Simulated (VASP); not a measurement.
# GaN (P6_3mc) in VASP: a series of runs

The runs below take GaN through single point, with PBE.

All numbers are computed with VASP 6.6.1; they aren't measurements. Logs are shortened: lines on timing, memory, paths and dates and some standing lists are left out, and cuts for length are marked.

## (1) The cell of the first run

Symmetry: P6_3mc, No. 186, hexagonal system. Conventional cell: a = 3.218 Å, b = 3.218 Å, c = 5.400 Å, α = 90.00°, β = 90.00°, γ = 120.00°. Within 2.6 Å of Ga (site symmetry 3m) lie 4 N at 1.97 to 2.03 Å. Within 2.6 Å of N (site symmetry 3m) lie 4 Ga at 1.97 to 2.03 Å.

## (2) Single point, PBE (strain +0.000 along x and y, +0.030 along z)

Input file INCAR:

```
SYSTEM = GaN
  ALGO = Normal
  EDIFF = 1E-7
  ENCUT = 520
  GGA = PE
  ISIF = 2
  ISMEAR = 0
  LASPH = .TRUE.
  LCHARG = .FALSE.
  LREAL = .FALSE.
  LWAVE = .FALSE.
  NBANDS = 26
  NELM = 100
  PREC = Accurate
  SIGMA = 0.05
```

Input file KPOINTS:

```
k-points
0
G
  12 12 6
  0 0 0
```

Input file POSCAR:

```
GaN
1.0
    3.2184289119      0.0000000000      0.0000000000
   -1.6092144560      2.7872411979      0.0000000000
    0.0000000000      0.0000000000      5.4003213440
Ga N
2 2
Direct
    0.3333333333      0.6666666667      0.9991316867
    0.6666666667      0.3333333333      0.4991316867
    0.3333333333      0.6666666667      0.3758683133
    0.6666666667      0.3333333333      0.8758683133
```

Potentials or basis: VASP PAW PBE potentials, release 64 (Ga_d, N).

On the command line:

```console
$ cat potpaw_PBE.64/Ga_d/POTCAR potpaw_PBE.64/N/POTCAR > POTCAR
$ mpirun -np 1 vasp_std > vasp.out
```

OUTCAR:

```text
SYSTEM = GaN
   EDIFF = 1E-7
   ENCUT = 520
   GGA = PE
   ISIF = 2
   ISMEAR = 0
   LASPH = .TRUE.
   LREAL = .FALSE.
   NELM = 100
   PREC = Accurate

 ion  position               nearest neighbor table
   1  0.333  0.667  0.999-   4 1.97   4 1.97   4 1.97   3 2.03
   2  0.667  0.333  0.499-   3 1.97   3 1.97   3 1.97   4 2.03
   3  0.333  0.667  0.376-   2 1.97   2 1.97   2 1.97   1 2.03
   4  0.667  0.333  0.876-   1 1.97   1 1.97   1 1.97   2 2.03

  LATTYP: Found a hexagonal cell.
 ALAT       =     3.2184289119
 C/A-ratio  =     1.6779371214

  Lattice vectors:

 A1 = (   3.2184289119,   0.0000000000,   0.0000000000)
 A2 = (  -1.6092144560,   2.7872411979,   0.0000000000)
 A3 = (   0.0000000000,   0.0000000000,   5.4003213440)

Analysis of symmetry for initial positions (statically):
=====================================================================
 Subroutine PRICEL returns:
 Original cell was already a primitive cell.

 Routine SETGRP: Setting up the symmetry group for a
 hexagonal supercell.

 Subroutine GETGRP returns: Found 12 space group operations
 (whereof  6 operations were pure point group operations)
 out of a pool of 24 trial point group operations.

The static configuration has the point symmetry C_3v.
 The point group associated with its full space group is C_6v.

Analysis of symmetry for dynamics (positions and initial velocities):
=====================================================================
 Subroutine PRICEL returns:
 Original cell was already a primitive cell.

 Routine SETGRP: Setting up the symmetry group for a
 hexagonal supercell.

 Subroutine GETGRP returns: Found 12 space group operations
 (whereof  6 operations were pure point group operations)
 out of a pool of 24 trial point group operations.

The dynamic configuration has the point symmetry C_3v.
 The point group associated with its full space group is C_6v.

 Subroutine INISYM returns: Found 12 space group operations
 (whereof  6 operations are pure point group operations),
 and found     1 'primitive' translations

----------------------------------------------------------------------------------------

                                     Primitive cell

  volume of cell :      48.4438

  direct lattice vectors                    reciprocal lattice vectors
     3.218428912  0.000000000  0.000000000     0.310710607  0.179388852  0.000000000
    -1.609214456  2.787241198  0.000000000     0.000000000  0.358777705  0.000000000
     0.000000000  0.000000000  5.400321344     0.000000000  0.000000000  0.185174166

  length of vectors
     3.218428912  3.218428912  5.400321344     0.358777705  0.358777705  0.185174166

  position of ions in fractional coordinates (direct lattice)
     0.333333333  0.666666667  0.999131687
     0.666666667  0.333333333  0.499131687
     0.333333333  0.666666667  0.375868313
     0.666666667  0.333333333  0.875868313

  ion indices of the primitive-cell ions
   primitive index   ion index
                 1           1
                 2           2
                 3           3
                 4           4

----------------------------------------------------------------------------------------

 KPOINTS: k-points

Automatic generation of k-mesh.
 Grid dimensions read from file:
 generate k-points for:   12   12    6

 Generating k-lattice:

  Cartesian coordinates                     Fractional coordinates (reciprocal lattice)
     0.025892551  0.014949071  0.000000000     0.083333333 -0.000000000  0.000000000
     0.000000000  0.029898142  0.000000000     0.000000000  0.083333333  0.000000000
     0.000000000  0.000000000  0.030862361     0.000000000  0.000000000  0.166666667

  Length of vectors
     0.029898142  0.029898142  0.030862361

  Shift w.r.t. Gamma in fractional coordinates (k-lattice)
     0.000000000  0.000000000  0.000000000

 Subroutine IBZKPT returns following result:
 ===========================================

 Found     76 irreducible k-points:

 Following reciprocal coordinates:
            Coordinates               Weight
  0.000000  0.000000  0.000000      1.000000
  0.083333  0.000000  0.000000      6.000000
  0.166667  0.000000  0.000000      6.000000
  0.250000  0.000000  0.000000      6.000000
  0.333333  0.000000  0.000000      6.000000
  0.416667  0.000000  0.000000      6.000000
[... 16 lines left out ...]
  0.250000  0.000000  0.166667     12.000000
  0.333333  0.000000  0.166667     12.000000
 [... further k-points ...]
   k-points           NKPTS =     76   k-points in BZ     NKDIM =     76   number of bands    NBANDS=     26
   number of dos      NEDOS =    301   number of ions     NIONS =      4
   total plane-waves  NPLWV =  23040
   dimension x,y,z NGX =    24 NGY =   24 NGZ =   40
   dimension x,y,z NGXF=    48 NGYF=   48 NGZF=   80
   ions per type =               2   2
   NGX,Y,Z   is equivalent  to a cutoff of  12.40, 12.40, 12.31 a.u.
   NGXF,Y,Z  is equivalent  to a cutoff of  24.79, 24.79, 24.63 a.u.
 SYSTEM =  GaN
   PREC   = accura    normal or accurate (medium, high low for compatibility)
   ISTART =      0    job   : 0-new  1-cont  2-samecut
   ICHARG =      2    charge: 1-file 2-atom 10-const
   ISPIN  =      1    spin polarized calculation?
   LNONCOLLINEAR =      F non collinear calculations
   LSORBIT =      F    spin-orbit coupling
   LASPH  =      T    aspherical Exc in radial PAW
   ENCUT  =  520.0 eV  38.22 Ry    6.18 a.u.   5.98  5.98 10.04*2*pi/ulx,y,z
   NELM   =    100;   NELMIN=  2; NELMDL= -5     # of ELM steps
   EDIFF  = 0.1E-06   stopping-criterion for ELM
   LREAL  =      F    real-space projection
   EDIFFG = 0.1E-05   stopping-criterion for IOM
   NSW    =      0    number of steps for IOM
   IBRION =     -1    ionic relax: 0-MD 1-quasi-New 2-CG
   NFREE  =      0    steps in history (QN), initial steepest desc. (CG)
   ISIF   =      2    stress and relaxation
   ISYM   =      2    0-nonsym 1-usesym 2-fastsym
   POTIM  = 0.5000    time-step for ionic-motion
   TEBEG  =    0.0;   TEEND  =   0.0 temperature during run
   PSTRESS=    0.0 pullay stress
   NELECT =      36.0000    total number of electrons
   NUPDOWN=      -1.0000    fix difference up-down
   EMIN   =  10.00;   EMAX   =-10.00  energy-range for DOS
   EFERMI =   0.00;   METHOD = LEGACY
   ISMEAR =     0;   SIGMA  =   0.05  broadening in eV -4-tet -1-fermi 0-gaus
   EFERMI_NEDOS =   21; number of points for ismear=-14 and -15
   IALGO  =     38    algorithm
   IMIX   =      4    mixing-type and parameters
     AMIX     =   0.40;   BMIX     =  1.00
     AMIX_MAG =   1.60;   BMIX_MAG =  1.00
  volume/ion in A,a.u.               =      12.11        81.73
  Fermi-wavevector in a.u.,A,eV,Ry     =   1.482847  2.802174 29.916964  2.198835
  Thomas-Fermi vector in A             =   2.596582
   LORBIT       =      0    0 simple, 1 ext, 2 COOP (PROOUT), +10 PAW based schemes
   GGA     = PE    functional components
   LHFCALC =     F    Hartree Fock is set to
   AEXX    =    0.0000 exact exchange contribution
   IVDW    =     0    specifies the selected vdW correction
   LEPSILON=     F    determine dielectric tensor
   LRPA    =     F    only Hartree local field effects (RPA)
 non-spin polarized calculation
 Gauss-broadening in eV      SIGMA  =   0.05
  energy-cutoff  :      520.00
  volume of cell :       48.44
 maximum number of plane-waves:      1328
 NGX is ok and might be reduce to    24
   NGX = 11   NGY = 11   NGZ = 21

 number of electron      36.0000002 magnetization

 Free energy of the ion-electron system (eV)
  ---------------------------------------------------
  ext. energy  EPLUGINS =         0.00000000
  ---------------------------------------------------
  free energy    TOTEN  =       -24.28139839 eV

  energy without entropy =      -24.28139839  energy(sigma->0) =      -24.28139839

 E-fermi :   4.9342     XC(G=0): -11.3608

 val. band max:        4.7322644828   @ k =   0.0000   0.0000   0.0000
 cond. band min:       6.1670037643   @ k =   0.0000   0.0000   0.0000
 fundamental gap:      1.4347392815
 Fermi energy:         4.9341810163

 k-point     1 :       0.0000    0.0000    0.0000
  band No.  band energies     occupation
      1     -10.8001      2.00000
      2     -10.0956      2.00000
      3      -8.7074      2.00000
      4      -8.7013      2.00000
      5      -8.7013      2.00000
      6      -8.6552      2.00000
[... 18 lines left out ...]
     25      16.1146      0.00000
     26      16.1146      0.00000

 k-point     2 :       0.0833    0.0000    0.0000
  band No.  band energies     occupation
      1     -10.7381      2.00000
      2     -10.0797      2.00000
      3      -8.7072      2.00000
      4      -8.6920      2.00000
      5      -8.6706      2.00000
      6      -8.6479      2.00000
[... 18 lines left out ...]
     25      15.7201      0.00000
     26      16.2560      0.00000

 k-point     3 :       0.1667    0.0000    0.0000
  band No.  band energies     occupation
      1     -10.5733      2.00000
      2     -10.0415      2.00000
      3      -8.6873      2.00000
      4      -8.6691      2.00000
      5      -8.6256      2.00000
      6      -8.6100      2.00000
[... 18 lines left out ...]
     25      15.4866      0.00000
     26      16.5920      0.00000

 k-point     4 :       0.2500    0.0000    0.0000
  band No.  band energies     occupation
      1     -10.3671      2.00000
      2     -10.0010      2.00000
      3      -8.6649      2.00000
      4      -8.6460      2.00000
      5      -8.5863      2.00000
      6      -8.5656      2.00000
[... 18 lines left out ...]
     25      15.8109      0.00000
     26      16.7699      0.00000
[... 496 lines left out ...]
      1     -10.5185      2.00000
      2     -10.0563      2.00000
      3      -8.6830      2.00000
      4      -8.6662      2.00000
      5      -8.6315      2.00000
      6      -8.6150      2.00000
[... 18 lines left out ...]
     25      15.2358      0.00000
     26      16.4206      0.00000

 k-point    23 :       0.2500    0.0000    0.1667
  band No.  band energies     occupation
      1     -10.3257      2.00000
      2     -10.0093      2.00000
      3      -8.6635      2.00000
      4      -8.6409      2.00000
      5      -8.5976      2.00000
      6      -8.5712      2.00000
[... 18 lines left out ...]
     25      15.3868      0.00000
     26      16.9018      0.00000

 k-point    24 :       0.3333    0.0000    0.1667
  band No.  band energies     occupation
      1     -10.1696      2.00000
      2      -9.9760      2.00000
      3      -8.6547      2.00000
      4      -8.6260      2.00000
      5      -8.5728      2.00000
      6      -8.5302      2.00000
[... 18 lines left out ...]
     25      15.6578      0.00000
     26      17.2132      0.00000

 [... further k-points ...]
[... 5 lines left out ...]
  --------------------------------------------------------------------------------------
  -------------------------------------------------------------------------------------
  Total       -0.4201394     -0.4201394     -3.1450234      0.0000000     -0.0000000      0.0000000
  in kB      -13.8952345    -13.8952345   -104.0150998      0.0000000     -0.0000000      0.0000000
  external PRESSURE =     -43.9351896 kB  Pullay stress =       0.0000000 kB

 VOLUME and BASIS-vectors are now :
 -----------------------------------------------------------------------------
  energy-cutoff  :      520.00
  volume of cell :       48.44
      direct lattice vectors                 reciprocal lattice vectors
     3.218428912  0.000000000  0.000000000     0.310710607  0.179388852  0.000000000
    -1.609214456  2.787241198  0.000000000     0.000000000  0.358777705  0.000000000
     0.000000000  0.000000000  5.400321344     0.000000000  0.000000000  0.185174166

 POSITION                                       TOTAL-FORCE (eV/Angst)
 -----------------------------------------------------------------------------------
     -0.00000      1.85816      5.39563         0.000000     -0.000000      0.164960
      1.60921      0.92908      2.69547        -0.000000      0.000000      0.164960
     -0.00000      1.85816      2.02981        -0.000000      0.000000     -0.164960
      1.60921      0.92908      4.72997         0.000000     -0.000000     -0.164960
 -----------------------------------------------------------------------------------
    total drift:                               -0.000001     -0.000001      0.001720

  FREE ENERGIE OF THE ION-ELECTRON SYSTEM (eV)
  ---------------------------------------------------
  free  energy   TOTEN  =       -24.2813983878 eV

  energy  without entropy=      -24.2813983878  energy(sigma->0) =      -24.28139839
```

It took 41 s on 1 thread of Intel Xeon 6975P-C (Granite Rapids), shared host; peak memory 0.2 GiB.

What came out:

* Free energy: -24.2814 eV
* Pressure: -4.4 GPa
* Largest force: 0.165 eV/Å
* Band gap on the k mesh: 1.43 eV

Forces in eV/Å, atoms in the order of the input:
```
Ga   0.000  0.000  0.165
Ga   0.000  0.000  0.165
N    0.000  0.000 -0.165
N    0.000  0.000 -0.165
```

Caveat: the cell differs from its parent crystal (strain +0.000 along x and y, +0.030 along z); the cell stands under tension.

## (3) Single point, PBE (strain +0.030 along x and y, -0.030 along z)

Input file INCAR:

```
SYSTEM = GaN
PREC = Accurate
ENCUT = 520
EDIFF = 1E-6
ISMEAR = 0
SIGMA = 0.05
LREAL = .FALSE.
LASPH = .TRUE.
NELM = 60
ALGO = Normal
ISIF = 2
LWAVE = .FALSE.
LCHARG = .FALSE.
GGA = PE
NBANDS = 26
```

Input file KPOINTS:

```
Automatic mesh
0
G
  12 12 6
  0 0 0
```

Input file POSCAR:

```
GaN
1.0
    3.3149817792      0.0000000000      0.0000000000
   -1.6574908896      2.8708584339      0.0000000000
    0.0000000000      0.0000000000      5.0857395182
Ga N
2 2
Direct
    0.3333333333      0.6666666667      0.9991316867
    0.6666666667      0.3333333333      0.4991316867
    0.3333333333      0.6666666667      0.3758683133
    0.6666666667      0.3333333333      0.8758683133
```

Potentials or basis: VASP PAW PBE potentials, release 64 (Ga_d, N).

On the command line:

```console
$ cat potpaw_PBE.64/Ga_d/POTCAR potpaw_PBE.64/N/POTCAR > POTCAR
$ mpirun -np 1 vasp_std > vasp.out
```

It took 47 s on 1 thread of Intel Xeon 6975P-C (Granite Rapids), shared host; peak memory 0.22 GiB.

The run converged. Its results:

```yaml
Free_energy: -24.1897 eV
Pressure: -3.6 GPa
Largest_force: 0.580 eV/Å
Band_gap_on_the_k_mesh: 1.50 eV
```

Forces on the atoms (eV/Å):
```
Ga   0.000  0.000 -0.580
Ga   0.000  0.000 -0.580
N    0.000  0.000  0.580
N    0.000  0.000  0.580
```

Stress tensor (GPa, compression positive):
```
-10.31   0.00   0.00
  0.00 -10.31   0.00
  0.00   0.00   9.75
```

Levels at points of the mesh, in eV from the valence-band top:
| k point | band 14 | band 15 | band 16 | band 17 | band 18 | band 19 | band 20 | band 21 | band 22 | band 23 |
| --- | --- | --- | --- | --- | --- | --- | --- | --- | --- | --- |
| (0.00, 0.00, 0.00) | -1.27 | -1.27 | -0.09 | -0.09 | 0.00 | 1.50 | 3.31 | 9.04 | 9.04 | 9.25 |
| (0.50, 0.00, 0.00) | -4.89 | -4.06 | -2.81 | -2.14 | -0.88 | 4.46 | 5.15 | 6.26 | 8.16 | 9.88 |
| (0.00, 0.00, 0.50) | -3.57 | -0.69 | -0.69 | -0.69 | -0.69 | 3.66 | 3.66 | 8.45 | 8.45 | 9.56 |
| (0.50, 0.00, 0.50) | -6.34 | -1.93 | -1.93 | -1.63 | -1.63 | 4.26 | 4.26 | 7.51 | 7.51 | 9.64 |

Caveat: the cell differs from its parent crystal (strain +0.030 along x and y, -0.030 along z); the cell stands under tension.

[end of part 1 of 2]
